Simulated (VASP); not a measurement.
# CoSi (WC type): single point with PBE

CoSi (WC type):

```
CELL_PARAMETERS angstrom
2.36711 0.00000 0.00000
-1.18355 2.04998 0.00000
0.00000 0.00000 3.29586
ATOMIC_POSITIONS crystal
Co 0.00000 0.00000 0.00000
Si 0.33333 0.66667 0.50000
```

```yaml
Program: VASP 6.6.1
Task: single point
Functional: PBE
Potentials_or_basis: VASP PAW PBE potentials, release 64 (Co, Si)
Cutoff: 600 eV
k_mesh: 16 × 16 × 14
Occupations: fermi-dirac, width 0.05 eV
Spin: no spin polarisation
Dipole_correction: no
Further_INCAR_settings: ALGO = Normal; EDIFF = 1e-06; NBANDS = 14
```

The pressure is 144.1 GPa.

Stress tensor (GPa, compression positive):
```
143.57   0.00   0.00
  0.00 143.57   0.00
  0.00   0.00 145.02
```

Levels at points of the mesh, in eV from the Fermi level:
| k point | band 5 | band 6 | band 7 | band 8 | band 9 | band 10 |
| --- | --- | --- | --- | --- | --- | --- |
| (0.00, 0.00, 0.00) | -2.80 | -1.62 | -1.62 | 4.07 | 13.09 | 13.09 |
| (0.50, 0.00, 0.00) | -2.39 | 0.05 | 1.24 | 3.84 | 6.06 | 6.69 |
| (0.00, 0.00, 0.50) | -2.76 | -1.90 | -1.90 | 10.05 | 14.30 | 14.30 |
| (0.50, 0.00, 0.50) | -2.89 | -2.87 | 0.05 | 1.30 | 4.48 | 9.31 |

It took 52 s on 1 thread of Intel(R) Xeon(R) 6975P-C (Granite Rapids), on a shared host, peak memory 0.19 GiB.

Spin polarisation is off, so any magnetic state and its effect on volume and gap are missing.
